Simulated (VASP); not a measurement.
Crystal: MoSe2.

```xyz
6
Lattice="3.3941 0.0000 0.0000 -1.6971 2.9394 0.0000 0.0000 0.0000 13.3164" Properties=species:S:1:pos:R:3 pbc="T T T"
Mo    1.6971    0.9798    9.9873
Mo    0.0000    1.9596    3.3291
Se    1.6971    0.9798    4.9937
Se    0.0000    1.9596   11.6519
Se    1.6971    0.9798    1.6646
Se    0.0000    1.9596    8.3228
```

```yaml
Program: VASP 6.6.1
Task: relaxation of cell and atoms
Functional: MS2
Potentials_or_basis: VASP PAW PBE potentials, release 64 (Mo_sv, Se)
Cutoff: 640 eV
k_mesh: 9 × 9 × 2
Occupations: gaussian, width 0.03 eV
Spin: no spin polarisation
```

At the start: pressure -6.5 GPa; volume 22.14 Å³/atom.

Question: Where does the relaxation end?

Answer: Over 26 steps the energy falls by 35.4 meV/atom and the volume is 21.62 Å³/atom (-2.4 %); space group P6_3/mmc (No. 194, to 0.1 Å) before and after.

Step by step:
```
step  energy change (eV)  largest force (eV/Å)  pressure (GPa)  volume (Å³)
   1              0.0000                0.6065           -6.46       132.85
   2              0.2454                1.8732           13.57       116.39
   3             -0.1698                0.2423            0.04       126.05
   4             -0.1698                0.2616            0.19       125.92
   5             -0.2023                0.0832            0.09       124.92
   6             -0.2024                0.0669            0.10       124.97
   7             -0.2033                0.0619            0.10       125.15
   8             -0.2059                0.0467            0.12       125.70
   9             -0.2097                0.0147            0.19       126.81
  10             -0.2125                0.0528            0.39       129.01
  11             -0.2130                0.0270           -0.14       129.74
  12             -0.2130                0.0059            0.00       129.55
  13             -0.2130                0.0075           -0.01       129.56
  14             -0.2130                0.0066           -0.02       129.59
  15             -0.2131                0.0049           -0.03       129.66
  16             -0.2131                0.0002           -0.04       129.80
  17             -0.2131                0.0030           -0.02       129.71
  18             -0.2131                0.0037            0.03       129.69
  19             -0.2131                0.0028            0.01       129.70
  20             -0.2131                0.0004            0.01       129.72
  21             -0.2126                0.0014            0.03       129.72
  22             -0.2126                0.0134           -0.06       129.79
  23             -0.2126                0.0043           -0.01       129.74
  24             -0.2126                0.0031           -0.01       129.73
  25             -0.2126                0.0016            0.00       129.72
  26             -0.2126                0.0016            0.00       129.72
```

Final structure:
```
Mo Se
1.0
     3.28818    0.00000    0.00000
    -1.64409    2.84765    0.00000
     0.00000    0.00000   13.85417
Mo Se
2 4
Direct
  0.66667 0.33333 0.75000
  0.33333 0.66667 0.25000
  0.66667 0.33333 0.37006
  0.33333 0.66667 0.87006
  0.66667 0.33333 0.12994
  0.33333 0.66667 0.62994
```

Where two steps share one volume, the run began anew on that cell with a basis built for it.

Caveat: the PAW data sets were made with another functional, which shifts forces and pressure a little.
